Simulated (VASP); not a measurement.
A run of VASP 6.6.1 is set up as follows.

Contents of INCAR:

```
SYSTEM = ReTc
  PREC = Accurate
  ENCUT = 600
  EDIFF = 1E-6
  ISMEAR = -1
  SIGMA = 0.1
  LREAL = .FALSE.
  LASPH = .TRUE.
  NELM = 80
  ALGO = Normal
  ISIF = 8
  LWAVE = .FALSE.
  LCHARG = .FALSE.
  IBRION = 2
  NSW = 60
  EDIFFG = -0.03
```

File KPOINTS:

```
regular mesh
0
G
  7 7 4
  0 0 0
```

The input POSCAR:

```
ReTc
1.0
    2.7492990000      0.0000000000      0.0000000000
   -1.3746500000      2.3809630000      0.0000000000
    0.0000000000      0.0000000000      4.4402670000
Tc Re
1 1
Direct
    0.0000000000      0.0000000000      0.0000000000
    0.3333333333      0.6666666667      0.5000000000
```

Potentials or basis: VASP PAW LDA potentials, release 64 (Tc_pv, Re).

Launch:

```bash
$ cat potpaw_LDA.64/Tc_pv/POTCAR potpaw_LDA.64/Re/POTCAR > POTCAR
$ mpirun -np 1 vasp_std > vasp.out
```

Task: Predict the relaxed cell.

Result: a = 2.722 Å, b = 2.722 Å, c = 4.397 Å, α = 90.00°, β = 90.00°, γ = 120.00°.

Task: What does it give for the band gap on the k mesh?

Result: Zero (band 10 reaches 11.63 eV, above the bottom of band 11 at 8.82 eV).

Task: What does it give for the space group after relaxing (to 0.05 Å)?

Result: P-6m2 (No. 187).

The path:
```
step  energy change (eV)  largest force (eV/Å)  pressure (GPa)  volume (Å³)
   1              0.0000                0.0000          -10.52        29.07
   2              0.4261                0.0000           53.96        25.23
   3             -0.0285                0.0000           -0.56        28.26
   4             -0.0286                0.0000           -0.11        28.22
```

Caveat: the k points lie up to 0.38 Å⁻¹ apart in the final cell; spin-orbit coupling is left out, which moves the levels of the heavy elements.
